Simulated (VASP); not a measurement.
A run of VASP 6.6.1 is set up as follows.

Contents of INCAR:

```
SYSTEM = Zn
PREC = Accurate ; ENCUT = 520
EDIFF = 1E-6 ; ISMEAR = -1
SIGMA = 0.1 ; LREAL = .False.
LASPH = .True. ; NELM = 60
ALGO = Normal ; ISIF = 2
LWAVE = .False. ; LCHARG = .False.
GGA = RP ; NBANDS = 32
```

The input KPOINTS:

```
Automatic mesh
0
Gamma
  15 15 4
  0 0 0
```

The input POSCAR:

```
Zn
1.0
    2.6967774931      0.0000000000      0.0000000000
   -1.3483887465      2.3354778174      0.0000000000
    0.0000000000      0.0000000000     10.1053394489
Zn
4
Direct
    1.0000000000      0.0000000000      1.0000000000
    1.0000000000      1.0000000000      0.5000000000
    0.3333333333      0.6666666667      0.2500000000
    0.6666666667      0.3333333333      0.7500000000
```

Potentials or basis: VASP PAW PBE potentials, release 64 (Zn).

Run with:

```sh
$ cat potpaw_PBE.64/Zn/POTCAR > POTCAR
$ mpirun -np 1 vasp_std > vasp.out
```

Problem. Predict the pressure.

Solution. 0.3 GPa.

Problem. Estimate the band gap on the k mesh.

Solution. Zero (bands 24 and 25 overlap by 4.85 eV).

Stress tensor (GPa, compression positive):
```
-0.35  0.00  0.00
 0.00 -0.35  0.00
 0.00  0.00  1.70
```

Caveat: the PAW data sets were made with another functional, which shifts forces and pressure a little.
